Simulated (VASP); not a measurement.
# SiNi (P2_13) in VASP: notebook, part 2 of 2

VASP 6.6.1. Earlier steps stand in the parts before.

## Step 3: Single point, r2SCAN (atoms displaced along a vibrational mode)

Contents of POSCAR:

```
SiNi
1.0
    4.4648149096      0.0000000000      0.0000000000
    0.0000000000      4.4648149096      0.0000000000
    0.0000000000      0.0000000000      4.4648149096
Si Ni
4 4
Direct
    0.8585590567      0.8585590567      0.8585590567
    0.6414409433      0.1414409433      0.3585590567
    0.3585590567      0.6414409433      0.1414409433
    0.1414409433      0.3585590567      0.6414409433
    0.1481541612      0.1481541612      0.1481541612
    0.3518458388      0.8518458388      0.6481541612
    0.6481541612      0.3518458388      0.8518458388
    0.8518458388      0.6481541612      0.3518458388
```

Contents of INCAR.step1:

```
SYSTEM = SiNi
PREC = Accurate ; ENCUT = 520
ISMEAR = 0 ; SIGMA = 0.15
LREAL = .False. ; LASPH = .True.
NELM = 60 ; NBANDS = 38
GGA = PE ; ALGO = Normal
EDIFF = 1E-4 ; LWAVE = .True.
LCHARG = .False.
```

Contents of INCAR.step2:

```
SYSTEM = SiNi
PREC = Accurate ; ENCUT = 520
EDIFF = 1E-6 ; ISMEAR = 0
SIGMA = 0.15 ; LREAL = .False.
LASPH = .True. ; NELM = 60
ALGO = Normal ; ISIF = 2
LWAVE = .False. ; LCHARG = .True.
METAGGA = R2SCAN ; LMIXTAU = .True.
LELF = .True. ; LVHAR = .True.
NBANDS = 38 ; ISTART = 1
```

Contents of KPOINTS:

```
Automatic mesh
0
Gamma
  10 10 10
  0 0 0
```

Potentials or basis: VASP PAW PBE potentials, release 64 (Si, Ni).

On the command line:

```console
cat potpaw_PBE.64/Si/POTCAR potpaw_PBE.64/Ni/POTCAR > POTCAR
cp INCAR.step1 INCAR
mpirun -np 1 vasp_std > vasp.out
cp INCAR.step2 INCAR
mpirun -np 1 vasp_std > vasp.out
```

OUTCAR:

```text
SYSTEM = SiNi
   PREC = Accurate
   ENCUT = 520
   EDIFF = 1E-6
   ISMEAR = 0
   LREAL = .False.
   LASPH = .True.
   NELM = 60
   ISIF = 2
   METAGGA = R2SCAN
   ISTART = 1

 ion  position               nearest neighbor table
   1  0.859  0.859  0.859-   5 2.24   6 2.39   7 2.39   8 2.39   8 2.45   7 2.45   6 2.45   2 2.74
                             3 2.74   4 2.74   4 2.74   3 2.74   2 2.74
   2  0.641  0.141  0.359-   6 2.24   5 2.39   7 2.39   8 2.39   5 2.45   8 2.45   7 2.45   4 2.74
                             1 2.74   1 2.74   3 2.74   3 2.74   4 2.74
   3  0.359  0.641  0.141-   7 2.24   6 2.39   5 2.39   8 2.39   5 2.45   6 2.45   8 2.45   4 2.74
                             1 2.74   4 2.74   2 2.74   1 2.74   2 2.74
   4  0.141  0.359  0.641-   8 2.24   6 2.39   7 2.39   5 2.39   7 2.45   5 2.45   6 2.45   3 2.74
                             1 2.74   3 2.74   1 2.74   2 2.74   2 2.74
   5  0.148  0.148  0.148-   1 2.24   2 2.39   3 2.39   4 2.39   4 2.45   3 2.45   2 2.45   6 2.75
                             6 2.75   7 2.75   8 2.75   8 2.75   7 2.75
   6  0.352  0.852  0.648-   2 2.24   1 2.39   3 2.39   4 2.39   1 2.45   4 2.45   3 2.45   7 2.75
                             8 2.75   5 2.75   5 2.75   7 2.75   8 2.75
   7  0.648  0.352  0.852-   3 2.24   2 2.39   1 2.39   4 2.39   1 2.45   2 2.45   4 2.45   6 2.75
                             8 2.75   8 2.75   6 2.75   5 2.75   5 2.75
   8  0.852  0.648  0.352-   4 2.24   2 2.39   3 2.39   1 2.39   3 2.45   1 2.45   2 2.45   6 2.75
                             7 2.75   7 2.75   5 2.75   5 2.75   6 2.75

  LATTYP: Found a simple cubic cell.
 ALAT       =     4.4648149096

  Lattice vectors:

 A1 = (   4.4648149096,   0.0000000000,   0.0000000000)
 A2 = (   0.0000000000,   4.4648149096,   0.0000000000)
 A3 = (   0.0000000000,   0.0000000000,   4.4648149096)

Analysis of symmetry for initial positions (statically):
=====================================================================
 Subroutine PRICEL returns:
 Original cell was already a primitive cell.

 Routine SETGRP: Setting up the symmetry group for a
 simple cubic supercell.

 Subroutine GETGRP returns: Found 12 space group operations
 (whereof  3 operations were pure point group operations)
 out of a pool of 48 trial point group operations.

The static configuration has the point symmetry C_3 .
 The point group associated with its full space group is T   .

Analysis of symmetry for dynamics (positions and initial velocities):
=====================================================================
 Subroutine PRICEL returns:
 Original cell was already a primitive cell.

 Routine SETGRP: Setting up the symmetry group for a
 simple cubic supercell.

 Subroutine GETGRP returns: Found 12 space group operations
 (whereof  3 operations were pure point group operations)
 out of a pool of 48 trial point group operations.

The dynamic configuration has the point symmetry C_3 .
 The point group associated with its full space group is T   .

 Subroutine INISYM returns: Found 12 space group operations
 (whereof  3 operations are pure point group operations),
 and found     1 'primitive' translations

----------------------------------------------------------------------------------------

                                     Primitive cell

  volume of cell :      89.0042

[... 80 lines left out ...]
  0.400000  0.300000  0.000000     12.000000
 [... further k-points ...]
   k-points           NKPTS =     76   k-points in BZ     NKDIM =     76   number of bands    NBANDS=     38
   number of dos      NEDOS =    301   number of ions     NIONS =      8
   total plane-waves  NPLWV =  46656
   dimension x,y,z NGX =    36 NGY =   36 NGZ =   36
   dimension x,y,z NGXF=    72 NGYF=   72 NGZF=   72
   ions per type =               4   4
   NGX,Y,Z   is equivalent  to a cutoff of  13.40, 13.40, 13.40 a.u.
   NGXF,Y,Z  is equivalent  to a cutoff of  26.81, 26.81, 26.81 a.u.
 SYSTEM =  SiNi
   PREC   = accura    normal or accurate (medium, high low for compatibility)
   ISTART =      1    job   : 0-new  1-cont  2-samecut
   ICHARG =      0    charge: 1-file 2-atom 10-const
   ISPIN  =      1    spin polarized calculation?
   LNONCOLLINEAR =      F non collinear calculations
   LSORBIT =      F    spin-orbit coupling
   LASPH  =      T    aspherical Exc in radial PAW
   ENCUT  =  520.0 eV  38.22 Ry    6.18 a.u.   8.30  8.30  8.30*2*pi/ulx,y,z
   NELM   =     60;   NELMIN=  2; NELMDL=  0     # of ELM steps
   EDIFF  = 0.1E-05   stopping-criterion for ELM
   LREAL  =      F    real-space projection
   EDIFFG = 0.1E-04   stopping-criterion for IOM
   NSW    =      0    number of steps for IOM
   IBRION =     -1    ionic relax: 0-MD 1-quasi-New 2-CG
   NFREE  =      0    steps in history (QN), initial steepest desc. (CG)
   ISIF   =      2    stress and relaxation
   ISYM   =      2    0-nonsym 1-usesym 2-fastsym
   POTIM  = 0.5000    time-step for ionic-motion
   TEBEG  =    0.0;   TEEND  =   0.0 temperature during run
   PSTRESS=    0.0 pullay stress
   NELECT =      56.0000    total number of electrons
   NUPDOWN=      -1.0000    fix difference up-down
   EMIN   =  10.00;   EMAX   =-10.00  energy-range for DOS
   EFERMI =   0.00;   METHOD = LEGACY
   ISMEAR =     0;   SIGMA  =   0.15  broadening in eV -4-tet -1-fermi 0-gaus
   EFERMI_NEDOS =   21; number of points for ismear=-14 and -15
   IALGO  =     38    algorithm
   IMIX   =      4    mixing-type and parameters
     AMIX     =   0.40;   BMIX     =  1.00
     AMIX_MAG =   1.60;   BMIX_MAG =  1.00
  volume/ion in A,a.u.               =      11.13        75.08
  Fermi-wavevector in a.u.,A,eV,Ry     =   1.402816  2.650938 26.774806  1.967893
  Thomas-Fermi vector in A             =   2.525540
   LORBIT       =      0    0 simple, 1 ext, 2 COOP (PROOUT), +10 PAW based schemes
   METAGGA = R2SCAN    functional components
   LHFCALC =     F    Hartree Fock is set to
   AEXX    =    0.0000 exact exchange contribution
   IVDW    =     0    specifies the selected vdW correction
   LEPSILON=     F    determine dielectric tensor
   LRPA    =     F    only Hartree local field effects (RPA)
 non-spin polarized calculation
 Gauss-broadening in eV      SIGMA  =   0.15
  energy-cutoff  :      520.00
  volume of cell :       89.00
 maximum number of plane-waves:      2440
 NGX is ok and might be reduce to    36
   NGX = 17   NGY = 17   NGZ = 17

 number of electron      56.0000037 magnetization

 Free energy of the ion-electron system (eV)
  ---------------------------------------------------
  ext. energy  EPLUGINS =         0.00000000
  ---------------------------------------------------
  free energy    TOTEN  =       -85.67854355 eV

  energy without entropy =      -85.65054727  energy(sigma->0) =      -85.66454541

 E-fermi :  12.3029     XC(G=0): -13.6941

 val. band max:       12.2981000896   @ k =   0.3000   0.2000   0.0000
 cond. band min:      12.3185999377   @ k =   0.3000   0.0000   0.0000
 fundamental gap:      0.0204998481
 Fermi energy:        12.3029416738

 k-point     1 :       0.0000    0.0000    0.0000
  band No.  band energies     occupation
      1      -2.9675      2.00000
      2       2.8562      2.00000
      3       2.8562      2.00000
      4       2.8562      2.00000
      5       5.5114      2.00000
      6       5.5114      2.00000
[... 973 lines left out ...]
     37      18.5660      0.00000
     38      19.1436      0.00000

 [... further k-points ...]

------------------------ aborting loop because EDIFF is reached ----------------------------------------

  FORCE on cell =-STRESS in cart. coord.  units (eV):
  Direction    XX          YY          ZZ          XY          YZ          ZX
  --------------------------------------------------------------------------------------
  -------------------------------------------------------------------------------------
  Total        0.4847299      0.4847299      0.4847299      0.0000000     -0.0000000      0.0000000
  in kB        8.7256952      8.7256952      8.7256952      0.0000000     -0.0000000      0.0000000
  external PRESSURE =       8.7256952 kB  Pullay stress =       0.0000000 kB

 VOLUME and BASIS-vectors are now :
 -----------------------------------------------------------------------------
  energy-cutoff  :      520.00
  volume of cell :       89.00
      direct lattice vectors                 reciprocal lattice vectors
     4.464814910  0.000000000  0.000000000     0.223973450  0.000000000  0.000000000
     0.000000000  4.464814910  0.000000000     0.000000000  0.223973450  0.000000000
     0.000000000  0.000000000  4.464814910     0.000000000  0.000000000  0.223973450

 POSITION                                       TOTAL-FORCE (eV/Angst)
 -----------------------------------------------------------------------------------
      3.83331      3.83331      3.83331        -0.616939     -0.616939     -0.616939
      2.86392      0.63151      1.60090         0.616939      0.616939     -0.616939
      1.60090      2.86392      0.63151        -0.616939      0.616939      0.616939
      0.63151      1.60090      2.86392         0.616939     -0.616939      0.616939
      0.66148      0.66148      0.66148         0.138500      0.138500      0.138500
      1.57093      3.80333      2.89389        -0.138500     -0.138500      0.138500
      2.89389      1.57093      3.80333         0.138500     -0.138500     -0.138500
      3.80333      2.89389      1.57093        -0.138500      0.138500     -0.138500
 -----------------------------------------------------------------------------------
    total drift:                                0.000000      0.000000     -0.000000

  FREE ENERGIE OF THE ION-ELECTRON SYSTEM (eV)
  ---------------------------------------------------
  free  energy   TOTEN  =       -85.6785435475 eV

  energy  without entropy=      -85.6505472707  energy(sigma->0) =      -85.66454541
```

Wall time 8.8 min (1 thread of AMD EPYC 9R45 (Zen 5), shared host); peak memory 0.31 GiB.

Results:

* Free energy: -85.6785 eV
* Pressure: 0.9 GPa
* Largest force: 1.069 eV/Å
* Band gap on the k mesh: zero (bands 28 and 29 overlap by 1.28 eV)

Forces on the atoms (eV/Å):
```
Si  -0.617 -0.617 -0.617
Si   0.617  0.617 -0.617
Si  -0.617  0.617  0.617
Si   0.617 -0.617  0.617
Ni   0.139  0.139  0.139
Ni  -0.139 -0.139  0.139
Ni   0.139 -0.139 -0.139
Ni  -0.139  0.139 -0.139
```

Levels at points of the mesh, in eV from the Fermi level:
```csv
k point,band 26,band 27,band 28,band 29,band 30,band 31
"(0.00, 0.00, 0.00)",-1.81,-1.81,1.11,1.11,1.11,1.42
"(0.50, 0.00, 0.00)",-2.15,-0.73,-0.73,-0.17,-0.17,3.09
"(0.50, 0.50, 0.00)",-1.67,-1.10,-1.10,0.45,0.45,0.95
"(0.50, 0.50, 0.50)",-1.95,-1.95,-1.95,4.63,4.63,4.63
```

Caveat: the cell differs from its parent crystal (atoms displaced along a vibrational mode); the PAW data sets were made with another functional, which shifts forces and pressure a little. Spin polarisation is off, so any magnetic state and its effect on volume and gap are missing.

The gap in the log of VASP goes by the Fermi energy; the results here count the filled bands.